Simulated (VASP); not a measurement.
# Al24HO2 in VASP: notebook

Al24HO2 is run at these levels: PBE; tasks: single point.

All numbers are computed with VASP 6.6.1; they aren't measurements. Logs are shortened: lines on timing, memory, paths and dates and some standing lists are left out, and cuts for length are marked.

## 1. The cell of the first run

The cell holds a slab with vacuum, 27 atoms: a = 5.728 Å, b = 8.591 Å, c = 20.015 Å, α = 90.00°, β = 90.00°, γ = 60.00°.

## 2. Single point, PBE

Contents of INCAR:

```
PREC = Accurate
ENCUT = 520
EDIFF = 1E-6
ISMEAR = 0
SIGMA = 0.15
LREAL = Auto
LASPH = True
NELM = 80
ALGO = Normal
ISIF = 2
LWAVE = False
LCHARG = False
GGA = PE
NBANDS = 62
```

Contents of KPOINTS:

```
Automatic mesh
0
Gamma
  4 3 1
```

Contents of POSCAR:

```
Al24HO2
1.0
    5.7275650000      0.0000000000      0.0000000000
    4.2956740000      7.4403250000      0.0000000000
    0.0000000000      0.0000000000     20.0148060000
Al O H
24 2 1
Direct
    0.0000000000      0.0000000000      0.0499630000
    0.5000000000      0.0000000000      0.0499630000
    0.0000000000      0.3333333000      0.0499630000
    0.5000000000      0.3333333000      0.0499630000
    0.0000000000      0.6666667000      0.0499630000
    0.5000000000      0.6666667000      0.0499630000
    0.1639135874      0.1123596858      0.1665896208
    0.6652049983      0.1103058671      0.1674898332
    0.1636350984      0.4454739635      0.1637966468
    0.6632862529      0.4457700677      0.1658374412
    0.1626256485      0.7806327298      0.1658069793
    0.6615469050      0.7810478707      0.1649163327
   -0.1711465986      0.2261939303      0.2790869801
    0.3274830108      0.2252055402      0.2787697100
   -0.1664963455      0.5588525204      0.2756833815
    0.3212025418      0.5604142726      0.2805446223
   -0.1694262595      0.8865167422      0.2820167048
    0.3276110497      0.8913874259      0.2826428050
   -0.0135375316      0.0060561178      0.3964935096
    0.4851612702      0.0120518840      0.3962390721
   -0.0104279374      0.3377985232      0.3951344724
    0.4995049190      0.3302229946      0.3914251022
   -0.0370365075      0.7062546274      0.4484689621
    0.4628543392      0.6736621286      0.3979063224
    0.8093069811      0.5634814651      0.4343079331
    1.0298276494      0.7097193789      0.5325828598
    0.9572612649      0.6640107222      0.5659403722
```

Potentials or basis: VASP PAW PBE potentials, release 64 (Al, O, H).

Launch:

```bash
cat potpaw_PBE.64/Al/POTCAR potpaw_PBE.64/O/POTCAR potpaw_PBE.64/H/POTCAR > POTCAR
mpirun -np 1 vasp_std > vasp.out
```

OUTCAR:

```text
PREC = Accurate
   ENCUT = 520
   EDIFF = 1E-6
   ISMEAR = 0
   LREAL = Auto
   LASPH = True
   NELM = 80
   ISIF = 2
   GGA = PE

 ion  position               nearest neighbor table
   1  0.000  0.000  0.050-  11 2.84   7 2.86   3 2.86   5 2.86   6 2.86   4 2.86   2 2.86   2 2.86
                             8 2.88
   2  0.500  0.000  0.050-  12 2.82   6 2.86   4 2.86   5 2.86   3 2.86   1 2.86   1 2.86   8 2.87
                             7 2.87
   3  0.000  0.333  0.050-   9 2.81   7 2.86  10 2.86   1 2.86   2 2.86   4 2.86   4 2.86   6 2.86
                             5 2.86
   4  0.500  0.333  0.050-   9 2.82  10 2.84   2 2.86   1 2.86   3 2.86   3 2.86   5 2.86   6 2.86
                             8 2.88
   5  0.000  0.667  0.050-   9 2.81  12 2.85  11 2.85   1 2.86   2 2.86   6 2.86   6 2.86   4 2.86
                             3 2.86
   6  0.500  0.667  0.050-  12 2.83  10 2.84  11 2.86   2 2.86   1 2.86   5 2.86   5 2.86   3 2.86
                             4 2.86
   7  0.164  0.112  0.167-  14 2.79  13 2.80  18 2.85  12 2.85  11 2.85   3 2.86   1 2.86   9 2.86
                             8 2.86   8 2.87  10 2.87   2 2.87
   8  0.665  0.110  0.167-  14 2.79  13 2.79  17 2.83  12 2.84  11 2.84   7 2.86   7 2.87   2 2.87
                            10 2.88   9 2.88   4 2.88   1 2.88
   9  0.164  0.445  0.164-  15 2.77   5 2.81   3 2.81   4 2.82  14 2.83  16 2.85   7 2.86  10 2.86
                            10 2.86  11 2.88   8 2.88  12 2.88
  10  0.663  0.446  0.166-  15 2.77  13 2.79   6 2.84   4 2.84  16 2.85   3 2.86   9 2.86   9 2.86
                             7 2.87  11 2.87  12 2.88   8 2.88
  11  0.163  0.781  0.166-  16 2.82   1 2.84   8 2.84   5 2.85  17 2.85   7 2.85  18 2.86  12 2.86
                             6 2.86  12 2.87  10 2.87   9 2.88
[... 8 lines left out ...]
  16  0.321  0.560  0.281-  15 2.80  22 2.80  17 2.81  24 2.81  11 2.82   9 2.85  10 2.85  14 2.86
                            18 2.86  13 2.89  15 2.93
  17  0.831  0.887  0.282-  16 2.81  15 2.81  19 2.83   8 2.83  11 2.85  12 2.85  20 2.86  18 2.86
                            18 2.87  14 2.90  13 2.91
  18  0.328  0.891  0.283-  24 2.82  20 2.83  19 2.84   7 2.85  11 2.86  17 2.86  16 2.86  13 2.87
                            17 2.87  14 2.87  12 2.88  15 2.88
  19  0.986  0.006  0.396-  22 2.79  24 2.79  17 2.83  18 2.84  23 2.84  20 2.85  21 2.86  13 2.86
                            20 2.88
  20  0.485  0.012  0.396-  22 2.78  21 2.82  18 2.83  14 2.84  19 2.85  17 2.86  23 2.88  19 2.88
                            24 2.97
  21  0.990  0.338  0.395-  25 1.85  20 2.82  13 2.84  22 2.84  19 2.86  14 2.87  22 2.89  15 2.90
                            24 2.95  23 3.27
  22  0.500  0.330  0.391-  20 2.78  13 2.78  14 2.79  19 2.79  16 2.80  21 2.84  24 2.85  21 2.89
                            23 3.36
  23  0.963  0.706  0.448-  26 1.73  25 1.85  19 2.84  20 2.88  24 2.92  24 3.18  21 3.27  22 3.36

  24  0.463  0.674  0.398-  25 1.87  19 2.79  16 2.81  18 2.82  22 2.85  23 2.92  21 2.95  20 2.97
                            15 3.06  23 3.18
  25  0.809  0.563  0.434-  21 1.85  23 1.85  24 1.87
  26  0.030  0.710  0.533-  27 0.97  23 1.73
  27  0.957  0.664  0.566-  26 0.97

  LATTYP: Found a simple monoclinic cell.
 ALAT       =     5.7275650000
 B/A-ratio  =     3.4944703377
 C/A-ratio  =     1.3228756151
 COS(beta)  =    -0.1889822093

  Lattice vectors:

 A1 = (   5.7275650000,   0.0000000000,   0.0000000000)
 A2 = (   0.0000000000,   0.0000000000, -20.0148060000)
 A3 = (  -1.4318910000,   7.4403250000,   0.0000000000)

Analysis of symmetry for initial positions (statically):
=====================================================================
 Subroutine PRICEL returns:
 Original cell was already a primitive cell.

 Routine SETGRP: Setting up the symmetry group for a
 simple monoclinic supercell.

 Subroutine GETGRP returns: Found  1 space group operations
 (whereof  1 operations were pure point group operations)
 out of a pool of  4 trial point group operations.

The static configuration has the point symmetry C_1 .

Analysis of symmetry for dynamics (positions and initial velocities):
=====================================================================
 Subroutine PRICEL returns:
 Original cell was already a primitive cell.

 Routine SETGRP: Setting up the symmetry group for a
 simple monoclinic supercell.

 Subroutine GETGRP returns: Found  1 space group operations
 (whereof  1 operations were pure point group operations)
 out of a pool of  4 trial point group operations.

The dynamic configuration has the point symmetry C_1 .

 Subroutine INISYM returns: Found  1 space group operations
 (whereof  1 operations are pure point group operations),
 and found     1 'primitive' translations

----------------------------------------------------------------------------------------

                                     Primitive cell

  volume of cell :     852.9299

  direct lattice vectors                    reciprocal lattice vectors
     5.727565000  0.000000000  0.000000000     0.174594265 -0.100802054  0.000000000
     4.295674000  7.440325000  0.000000000     0.000000000  0.134402731  0.000000000
     0.000000000  0.000000000 20.014806000     0.000000000  0.000000000  0.049963012

  length of vectors
     5.727565000  8.591347462 20.014806000     0.201604096  0.134402731  0.049963012

  position of ions in fractional coordinates (direct lattice)
     0.000000000  0.000000000  0.049963000
     0.500000000  0.000000000  0.049963000
     0.000000000  0.333333300  0.049963000
     0.500000000  0.333333300  0.049963000
     0.000000000  0.666666700  0.049963000
     0.500000000  0.666666700  0.049963000
[... 19 lines left out ...]
     0.029827649  0.709719379  0.532582860
     0.957261265  0.664010722  0.565940372

  ion indices of the primitive-cell ions
   primitive index   ion index
                 1           1
                 2           2
                 3           3
                 4           4
                 5           5
                 6           6
[... 19 lines left out ...]
                26          26
                27          27

----------------------------------------------------------------------------------------

 KPOINTS: Automatic mesh

Automatic generation of k-mesh.
 Grid dimensions read from file:
 generate k-points for:    4    3    1

 Generating k-lattice:

  Cartesian coordinates                     Fractional coordinates (reciprocal lattice)
     0.043648566 -0.025200514  0.000000000     0.250000000  0.000000000  0.000000000
     0.000000000  0.044800910  0.000000000     0.000000000  0.333333333  0.000000000
     0.000000000  0.000000000  0.049963012     0.000000000  0.000000000  1.000000000

  Length of vectors
     0.050401024  0.044800910  0.049963012

  Shift w.r.t. Gamma in fractional coordinates (k-lattice)
     0.000000000  0.000000000  0.000000000

 Subroutine IBZKPT returns following result:
 ===========================================

 Found      7 irreducible k-points:

 Following reciprocal coordinates:
            Coordinates               Weight
  0.000000  0.000000  0.000000      1.000000
  0.250000 -0.000000  0.000000      2.000000
  0.500000 -0.000000  0.000000      1.000000
  0.000000  0.333333  0.000000      2.000000
  0.250000  0.333333  0.000000      2.000000
  0.500000  0.333333  0.000000      2.000000
 -0.250000  0.333333  0.000000      2.000000
   k-points           NKPTS =      7   k-points in BZ     NKDIM =      7   number of bands    NBANDS=     62
   number of dos      NEDOS =    301   number of ions     NIONS =     27
   total plane-waves  NPLWV = 460800
   dimension x,y,z NGX =    48 NGY =   64 NGZ =  150
   dimension x,y,z NGXF=    96 NGYF=  128 NGZF=  300
   ions per type =              24   2   1
   NGX,Y,Z   is equivalent  to a cutoff of  13.93, 12.38, 12.46 a.u.
   NGXF,Y,Z  is equivalent  to a cutoff of  27.86, 24.77, 24.92 a.u.
 SYSTEM =  unknown system
   PREC   = accura    normal or accurate (medium, high low for compatibility)
   ISTART =      0    job   : 0-new  1-cont  2-samecut
   ICHARG =      2    charge: 1-file 2-atom 10-const
   ISPIN  =      1    spin polarized calculation?
   LNONCOLLINEAR =      F non collinear calculations
   LSORBIT =      F    spin-orbit coupling
   LASPH  =      T    aspherical Exc in radial PAW
   ENCUT  =  520.0 eV  38.22 Ry    6.18 a.u.  10.65 15.97 37.21*2*pi/ulx,y,z
   NELM   =     80;   NELMIN=  2; NELMDL= -5     # of ELM steps
   EDIFF  = 0.1E-05   stopping-criterion for ELM
   LREAL  =      T    real-space projection
   EDIFFG = 0.1E-04   stopping-criterion for IOM
   NSW    =      0    number of steps for IOM
   IBRION =     -1    ionic relax: 0-MD 1-quasi-New 2-CG
   NFREE  =      0    steps in history (QN), initial steepest desc. (CG)
   ISIF   =      2    stress and relaxation
   ISYM   =      2    0-nonsym 1-usesym 2-fastsym
   POTIM  = 0.5000    time-step for ionic-motion
   TEBEG  =    0.0;   TEEND  =   0.0 temperature during run
   PSTRESS=    0.0 pullay stress
   NELECT =      85.0000    total number of electrons
   NUPDOWN=      -1.0000    fix difference up-down
   EMIN   =  10.00;   EMAX   =-10.00  energy-range for DOS
   EFERMI =   0.00;   METHOD = LEGACY
   ISMEAR =     0;   SIGMA  =   0.15  broadening in eV -4-tet -1-fermi 0-gaus
   EFERMI_NEDOS =   21; number of points for ismear=-14 and -15
   IALGO  =     38    algorithm
   IMIX   =      4    mixing-type and parameters
     AMIX     =   0.40;   BMIX     =  1.00
     AMIX_MAG =   1.60;   BMIX_MAG =  1.00
  volume/ion in A,a.u.               =      31.59       213.18
  Fermi-wavevector in a.u.,A,eV,Ry     =   0.759003  1.434307  7.838115  0.576085
  Thomas-Fermi vector in A             =   1.857700
   LORBIT       =      0    0 simple, 1 ext, 2 COOP (PROOUT), +10 PAW based schemes
   GGA     = PE    functional components
   LHFCALC =     F    Hartree Fock is set to
   AEXX    =    0.0000 exact exchange contribution
   IVDW    =     0    specifies the selected vdW correction
   LEPSILON=     F    determine dielectric tensor
   LRPA    =     F    only Hartree local field effects (RPA)
 non-spin polarized calculation
 Gauss-broadening in eV      SIGMA  =   0.15
  energy-cutoff  :      520.00
  volume of cell :      852.93
 maximum number of plane-waves:     22994
 NGX is ok and might be reduce to    48
   NGX = 21   NGY = 31   NGZ = 75

 number of electron      85.0000002 magnetization

 Free energy of the ion-electron system (eV)
  ---------------------------------------------------
  ext. energy  EPLUGINS =         0.00000000
  ---------------------------------------------------
  free energy    TOTEN  =      -106.11451492 eV

  energy without entropy =     -106.00798314  energy(sigma->0) =     -106.06124903

 E-fermi :   1.7709     XC(G=0):  -5.8915

 val. band max:        1.7572849445   @ k =   0.2500   0.3333   0.0000
 cond. band min:       1.8244503105   @ k =   0.5000   0.3333   0.0000
 fundamental gap:      0.0671653660
 Fermi energy:         1.7709469443

 k-point     1 :       0.0000    0.0000    0.0000
  band No.  band energies     occupation
      1     -18.5143      2.00000
      2     -17.9482      2.00000
      3      -9.0343      2.00000
      4      -7.8572      2.00000
      5      -6.5530      2.00000
      6      -6.4455      2.00000
[... 388 lines left out ...]
     53       3.5424      0.00000
     54       3.9034      0.00000
 [bands above 54 left out]

------------------------ aborting loop because EDIFF is reached ----------------------------------------

  FORCE on cell =-STRESS in cart. coord.  units (eV):
  Direction    XX          YY          ZZ          XY          YZ          ZX
  --------------------------------------------------------------------------------------
  -------------------------------------------------------------------------------------
  Total       -5.1100637     -5.6043220     -0.0222535      0.9345707     -0.0845051      0.0290560
  in kB       -9.5989466    -10.5273812     -0.0418018      1.7555347     -0.1587377      0.0545800
  external PRESSURE =      -6.7227099 kB  Pullay stress =       0.0000000 kB

 VOLUME and BASIS-vectors are now :
 -----------------------------------------------------------------------------
  energy-cutoff  :      520.00
  volume of cell :      852.93
      direct lattice vectors                 reciprocal lattice vectors
     5.727565000  0.000000000  0.000000000     0.174594265 -0.100802054  0.000000000
     4.295674000  7.440325000  0.000000000     0.000000000  0.134402731  0.000000000
     0.000000000  0.000000000 20.014806000     0.000000000  0.000000000  0.049963012

 POSITION                                       TOTAL-FORCE (eV/Angst)
 -----------------------------------------------------------------------------------
      0.00000      0.00000      1.00000         0.135685     -0.095595      0.067171
      2.86378      0.00000      1.00000        -0.133127     -0.030503     -0.011585
      1.43189      2.48011      1.00000         0.065448     -0.020821     -0.033902
      4.29567      2.48011      1.00000        -0.087337     -0.040832      0.057543
      2.86378      4.96022      1.00000        -0.061309      0.037800     -0.053805
      5.72757      4.96022      1.00000         0.076973      0.160794     -0.016499
[... 19 lines left out ...]
      3.21956      5.28054     10.65954         0.053068      0.036647     -0.046765
      8.33515      4.94046     11.32719        -0.052919     -0.038548      0.083099
 -----------------------------------------------------------------------------------
    total drift:                               -0.021728     -0.001007     -0.002394

  FREE ENERGIE OF THE ION-ELECTRON SYSTEM (eV)
  ---------------------------------------------------
  free  energy   TOTEN  =      -106.1145149214 eV

  energy  without entropy=     -106.0079831380  energy(sigma->0) =     -106.06124903
```

Wall time 10 min (1 thread of Intel Xeon 6975P-C (Granite Rapids), shared host); peak memory 0.96 GiB.

What came out:

```yaml
Free_energy: -106.1145 eV
Largest_force: 0.179 eV/Å
Band_gap_on_the_k_mesh: zero (an odd number of electrons rules out a gap without spin polarisation)
```

Forces in eV/Å, atoms in the order of the input:
```
Al   0.136 -0.096  0.067
Al  -0.133 -0.031 -0.012
Al   0.065 -0.021 -0.034
Al  -0.087 -0.041  0.058
Al  -0.061  0.038 -0.054
Al   0.077  0.161 -0.016
Al  -0.001  0.004 -0.001
Al   0.001 -0.001  0.001
Al   0.002  0.001 -0.001
Al  -0.002 -0.002  0.004
Al   0.001  0.002  0.001
Al  -0.001  0.000  0.005
Al  -0.003  0.000  0.003
Al  -0.003 -0.001  0.004
Al   0.001  0.002 -0.006
Al  -0.005  0.001 -0.001
Al   0.001  0.001 -0.003
Al   0.001  0.002  0.000
Al  -0.002 -0.004 -0.001
Al   0.003  0.002 -0.002
Al   0.001 -0.017 -0.009
Al   0.006 -0.001  0.000
Al   0.003 -0.003 -0.036
Al  -0.004  0.000 -0.002
O    0.004  0.006 -0.002
O    0.053  0.037 -0.047
H   -0.053 -0.039  0.083
```

Levels at points of the mesh, in eV from the Fermi level:
```
           k point  band 40  band 41  band 42  band 43  band 44  band 45
(0.00, 0.00, 0.00)    -0.66    -0.58    -0.37    -0.32    -0.07     0.11
(0.50, 0.00, 0.00)    -0.65    -0.23    -0.21     0.22     0.38     0.76
```

Caveat: there is no dipole correction, which matters where the two faces differ.

## 3. Single point, PBE

Contents of INCAR:

```
SYSTEM = Al24HO2
PREC = Accurate
ENCUT = 520
EDIFF = 1E-6
ISMEAR = 0
SIGMA = 0.15
LREAL = Auto
LASPH = .TRUE.
NELM = 60
ALGO = Normal
ISIF = 2
LWAVE = .FALSE.
LCHARG = .FALSE.
GGA = PE
NBANDS = 62
```

Contents of KPOINTS:

```
regular mesh
0
G
  4 3 1
  0 0 0
```

Contents of POSCAR:

```
Al24HO2
1.0
    5.7275650000      0.0000000000      0.0000000000
    4.2956740000      7.4403250000      0.0000000000
    0.0000000000      0.0000000000     20.0148060000
Al O H
24 2 1
Direct
    0.0000000000      0.0000000000      0.0499630100
    0.4999999900      0.0000000000      0.0499630100
   -0.0000000200      0.3333333400      0.0499630100
    0.4999999700      0.3333333400      0.0499630100
   -0.0000000400      0.6666666800      0.0499630100
    0.4999999500      0.6666666800      0.0499630100
    0.1632591900      0.1121980027      0.1671571987
    0.6652469792      0.1097277907      0.1673711851
    0.1615731339      0.4455967438      0.1645547024
    0.6607809017      0.4477723805      0.1659919687
    0.1574798093      0.7840354301      0.1689706193
    0.6612037004      0.7844403415      0.1668984081
   -0.1681963411      0.2229546869      0.2792523952
    0.3298627334      0.2242634885      0.2788492602
   -0.1687359923      0.5587083434      0.2761863478
    0.3232462078      0.5596923816      0.2806338878
   -0.1769968360      0.8885361424      0.2945803461
    0.3338730416      0.8924220828      0.2877677394
   -0.0027516243      0.0249319752      0.3983727925
    0.4666039450      0.0374987580      0.4074128036
   -0.0224899129      0.3497296819      0.3952607464
    0.4950606490      0.3347384624      0.3916007921
   -0.0567234254      0.7156289709      0.4229958134
    0.4436038121      0.6683189128      0.4004023914
    0.7939617214      0.5712353357      0.4370510948
    0.6713089449      0.8965155719      0.4815362290
    0.5857876831      0.8518099796      0.5122026679
```

Potentials or basis: VASP PAW PBE potentials, release 64 (Al, O, H).

Launch:

```bash
cat potpaw_PBE.64/Al/POTCAR potpaw_PBE.64/O/POTCAR potpaw_PBE.64/H/POTCAR > POTCAR
mpirun -np 1 vasp_std > vasp.out
```

Wall time 9.7 min (1 thread of Intel Xeon 6975P-C (Granite Rapids), shared host); peak memory 0.96 GiB.

It converged, with:

```
Free energy            : -106.1710 eV
Largest force          : 0.168 eV/Å
Band gap on the k mesh : zero (an odd number of electrons rules out a gap without spin polarisation)
```

Forces on the atoms (eV/Å):
```
Al   0.112 -0.009  0.039
Al  -0.111  0.057 -0.055
Al   0.084 -0.044 -0.060
Al  -0.102 -0.102  0.030
Al  -0.088 -0.028  0.003
Al   0.111  0.120  0.036
Al  -0.003  0.005  0.000
Al   0.001  0.000  0.000
Al  -0.001  0.000  0.002
Al  -0.004 -0.001  0.001
Al  -0.001  0.001  0.000
Al   0.000  0.003 -0.003
Al  -0.001  0.003 -0.002
Al  -0.001  0.002  0.000
Al   0.003  0.001  0.006
Al   0.002 -0.001  0.001
Al  -0.001 -0.004  0.007
Al   0.002 -0.004  0.001
Al  -0.008 -0.003  0.006
Al   0.020  0.006 -0.003
Al   0.007 -0.016 -0.012
Al  -0.007  0.000  0.003
Al   0.028  0.017  0.001
Al  -0.013  0.001 -0.002
O   -0.012  0.010  0.006
O    0.054  0.010 -0.100
H   -0.071 -0.026  0.094
```

Levels at points of the mesh, in eV from the Fermi level:
| k point | band 40 | band 41 | band 42 | band 43 | band 44 | band 45 |
| --- | --- | --- | --- | --- | --- | --- |
| (0.00, 0.00, 0.00) | -0.55 | -0.48 | -0.36 | -0.31 | -0.13 | 0.22 |
| (0.50, 0.00, 0.00) | -0.64 | -0.20 | -0.18 | 0.17 | 0.45 | 0.78 |

Caveat: there is no dipole correction, which matters where the two faces differ.

The gap in the log of VASP goes by the Fermi energy; the results here count the filled bands.